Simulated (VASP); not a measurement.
Input of a VASP 6.6.1 run:

File INCAR:

```
SYSTEM = Al
  ALGO = Fast
  EDIFF = 1E-7
  ENCUT = 520
  GGA = PS
  ISIF = 2
  ISMEAR = 0
  LASPH = .TRUE.
  LCHARG = .TRUE.
  LELF = .TRUE.
  LREAL = .FALSE.
  LVHAR = .TRUE.
  LWAVE = .FALSE.
  NBANDS = 14
  NELM = 100
  PREC = Accurate
  SIGMA = 0.15
```

The input KPOINTS:

```
k-points
0
G
  22 22 7
  0 0 0
```

Contents of POSCAR:

```
Al
1.0
   -1.6064390039      1.6064390039     -1.6064390039
   -1.6064390039     -1.6064390039      1.6064390039
    0.0000000000      7.4864161873      7.4864161873
Al
4
Direct
    0.0000000000      0.0000000000      0.7510317852
    0.5000000000      0.5000000000      0.1072902550
    0.0000000000      0.0000000000      0.3218707651
    0.5000000000      0.5000000000      0.5364512751
```

Potentials or basis: VASP PAW PBE potentials, release 64 (Al).

The run is started by

```bash
$ cat potpaw_PBE.64/Al/POTCAR > POTCAR
$ mpirun -np 1 vasp_std > vasp.out
```

Question: What does it give for the pressure?

Answer: -2.2 GPa.

Question: Estimate the band gap on the k mesh.

Answer: Zero (bands 6 and 7 overlap by 4.60 eV).

Question: Estimate the largest force.

Answer: 0.332 eV/Å.

Forces on the atoms (eV/Å):
```
Al   0.000  0.235  0.235
Al   0.000 -0.235 -0.235
Al   0.000  0.065  0.065
Al   0.000 -0.065 -0.065
```

Caveat: the cell differs from its parent crystal (the distance across one plane changed); the PAW data sets were made with another functional, which shifts forces and pressure a little.
